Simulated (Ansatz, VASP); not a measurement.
One calculation of P, two programs

INCAR

```
PREC     = Accurate       # precision mode
ENCUT    = 520            # plane-wave cutoff, eV
EDIFF    = 1E-7           # SCF threshold, eV
ISMEAR   = -1             # smearing method
SIGMA    = 0.1            # smearing width, eV
LREAL    = F              # projectors in reciprocal space
LASPH    = T              # aspherical terms in the spheres
NELM     = 100            # most SCF steps
ALGO     = Normal         # electronic algorithm
ISIF     = 2              # what is computed and relaxed
LWAVE    = F              # write WAVECAR
LCHARG   = F              # write CHGCAR
GGA      = PE             # functional
NBANDS   = 8              # bands
```

The input KPOINTS:

```
Automatic mesh
0
Gamma
  18 18 18
```

The input POSCAR:

```
P
1.0
    0.0000000000      1.4277922849      1.4277922849
    1.4277922849      0.0000000000      1.4277922849
    1.4277922849      1.4277922849      0.0000000000
P
1
Direct
    0.0000000000      0.0000000000      0.0000000000
```

Input for Ansatz:

```yaml
crystal:
  lattice:
    - [0.0, 1.4277922849, 1.4277922849]
    - [1.4277922849, 0.0, 1.4277922849]
    - [1.4277922849, 1.4277922849, 0.0]
  atoms:
    - { symbol: P, position: [0.0, 0.0, 0.0] }
kpoints:
  mp_grid: { grid: [18, 18, 18] }
  band_path:
    path:
      - [0.0, 0.0, 0.0]
      - [0.5, 0.0, 0.5]
      - [0.625, 0.25, 0.625]
      - [0.375, 0.375, 0.75]
      - [0.0, 0.0, 0.0]
      - [0.5, 0.5, 0.5]
      - [0.5, 0.25, 0.75]
      - [0.5, 0.0, 0.5]
    npoints: 8
scf:
  occupations: { method: fermi_dirac, width: 0.1 }
hamiltonian:
  xc: pbe
  pseudopotentials: { kind: all_electron, lapw: { basis_error: 0.001 } }
output:
  forces: true
  stress: true
  eigenvalues: true
  populations: true
  dos: { projected: true, de: 0.2, e_range: [-14, 8] }
```

Change from the starting cell: volume scaled by 0.4, LAPW.

Alike in both runs: task single point; functional PBE; k mesh 18 × 18 × 18; occupations fermi-dirac, width 0.1 eV; no spin polarisation.

|  | VASP | Ansatz |
| --- | --- | --- |
| version | VASP 6.6.1 | Ansatz 0.2.0 |
| potentials or method | VASP PAW PBE potentials, release 64 (P), cutoff 520 eV | all-electron LAPW, scalar-relativistic |

|  | VASP | Ansatz | Ansatz less VASP |
| --- | --- | --- | --- |
| pressure (GPa) | 494.3 | 504.5 | +10.17 |

Both programs put the cell under a high pressure, so it lies far from rest at this level. Ansatz ran all-electron here, and VASP with PAW potentials.

Noted on VASP's run: the cell as given lies far from equilibrium.
